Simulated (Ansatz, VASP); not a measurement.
# One calculation of Sn3Se, two programs

Contents of INCAR:

```
PREC     = Accurate       # precision mode
ENCUT    = 520            # plane-wave cutoff, eV
EDIFF    = 1E-7           # SCF threshold, eV
ISMEAR   = 0              # smearing method
SIGMA    = 0.15           # smearing width, eV
LREAL    = False          # projectors in reciprocal space
LASPH    = True           # aspherical terms in the spheres
NELM     = 100            # most SCF steps
ALGO     = Normal         # electronic algorithm
ISIF     = 2              # what is computed and relaxed
LWAVE    = False          # write WAVECAR
LCHARG   = False          # write CHGCAR
GGA      = PS             # functional
NBANDS   = 32             # bands
```

The input KPOINTS:

```
Automatic mesh
0
Gamma
  12 12 12
```

POSCAR

```
Sn3Se
1.0
    0.0000000000      3.6581854746      3.7496401115
    3.6581854746      0.0000000000      3.7496401115
    3.6581854746      3.6581854746      0.0000000000
Sn Se
3 1
Direct
    0.2500000000      0.2500000000      0.2500000000
    0.7500000000      0.7500000000      0.7500000000
    0.5000000000      0.5000000000      0.5000000000
    0.0000000000      0.0000000000      0.0000000000
```

Input for Ansatz:

```yaml
crystal:
  lattice:
    - [0.0, 3.6581854746, 3.7496401115]
    - [3.6581854746, 0.0, 3.7496401115]
    - [3.6581854746, 3.6581854746, 0.0]
  atoms:
    - { symbol: Sn, position: [0.25, 0.25, 0.25] }
    - { symbol: Sn, position: [0.75, 0.75, 0.75] }
    - { symbol: Sn, position: [0.5, 0.5, 0.5] }
    - { symbol: Se, position: [0.0, 0.0, 0.0] }
basis:
  ecutwfc: 420
kpoints:
  mp_grid: { grid: [12, 12, 12] }
hamiltonian:
  xc: pbesol
scf:
  occupations: { method: gaussian, width: 0.15 }
output:
  forces: true
  stress: true
  eigenvalues: true
  write_density: true
  write_potential: true
  elf: true
  volumetric_format: npy
```

Change from the starting cell: strain +0.0250 x Voigt [0, 0, 1, 0, 0, 0], atoms carried along.

Alike in both runs: task single point; functional PBEsol; k mesh 12 × 12 × 12; occupations gaussian, width 0.15 eV; no spin polarisation.

|  | VASP | Ansatz |
| --- | --- | --- |
| version | VASP 6.6.1 | Ansatz 0.2.0 |
| potentials or method | VASP PAW PBE potentials, release 64 (Sn_d, Se), cutoff 520 eV | scalar-relativistic, plane waves, PAW |
| valence electrons in the cell | 48 | 58 |

|  | VASP | Ansatz | Ansatz less VASP |
| --- | --- | --- | --- |
| gap on the k mesh at the Fermi level (eV) | none | none | - |
| pressure (GPa) | -1.3 | -1.3 | +0.02 |

VASP's potentials were made for PBE, not for PBEsol. A gap of «none» marks a metal or a gap that the smearing closes. The functional is the same, so the differences come from potentials, cutoffs and numerics. VASP's potentials hold 48 valence electrons a cell and Ansatz's 58, so a difference there can come from the potentials and not from the codes.
